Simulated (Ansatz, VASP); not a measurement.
# One calculation of Pb, two programs

```xyz
1
Lattice="0.0000 1.8907 1.8907 1.8907 0.0000 1.8907 1.8907 1.8907 0.0000" Properties=species:S:1:pos:R:3 pbc="T T T"
Pb    0.0000    0.0000    0.0000
```

Change from the starting cell: volume scaled by 0.45, LAPW.

Alike in both runs: task single point; functional PBEsol; k mesh 15 × 15 × 15; occupations fermi-dirac, width 0.1 eV; no spin polarisation.

```csv
,VASP,Ansatz
version,VASP 6.6.1,Ansatz 0.2.0
potentials or method,"VASP PAW PBE potentials, release 64 (Pb_d), cutoff 520 eV","all-electron LAPW, scalar-relativistic"
```

|  | VASP | Ansatz | Ansatz less VASP |
| --- | --- | --- | --- |
| pressure (GPa) | 271.4 | 271.0 | -0.43 |

VASP's potentials were made for PBE, not for PBEsol. Both programs put the cell under a high pressure, so it lies far from rest at this level. Ansatz ran all-electron here, and VASP with PAW potentials.

Neither program's run includes spin-orbit coupling. Noted on VASP's run: the cell as given lies far from equilibrium.
